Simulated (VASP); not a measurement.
Crystal: TiCo.

```
CELL_PARAMETERS angstrom
3.05081 0.00000 0.00000
0.00000 3.05081 0.00000
0.00000 0.00000 3.05081
ATOMIC_POSITIONS crystal
Ti 0.00000 0.00000 0.00000
Co 0.50000 0.50000 0.50000
```

| Item | Value |
| --- | --- |
| Program | VASP 6.6.1 |
| Task | relaxation of cell and atoms |
| Functional | PBE |
| Potentials or basis | VASP PAW PBE potentials, release 64 (Ti_sv, Co) |
| Cutoff | 600 eV |
| k mesh | 6 × 6 × 6 |
| Occupations | gaussian, width 0.1 eV |
| Spin | collinear spin, ferromagnetic start |
| Starting moments | [0.0, 1.2] μB |

At the start: pressure -9.8 GPa; volume 14.20 Å³/atom.

Question: How do energy, volume and symmetry change on relaxing?

Answer: Over 3 steps the energy falls by 37.4 meV/atom and the volume is 13.13 Å³/atom (-7.5 %); space group Pm-3m (No. 221, to 0.05 Å); moment 0.35 μB per cell.

The path:
```
step  energy change (eV)  largest force (eV/Å)  pressure (GPa)  volume (Å³)
   1              0.0000                0.0000           -9.76        28.40
   2             -0.0380                0.0000            9.69        24.99
   3             -0.0749                0.0000            0.13        26.25
```

Final structure:
```xyz
2
Lattice="2.9720 0.0000 0.0000 0.0000 2.9720 0.0000 0.0000 0.0000 2.9720" Properties=species:S:1:pos:R:3 pbc="T T T"
Ti    0.0000    0.0000    0.0000
Co    1.4860    1.4860    1.4860
```
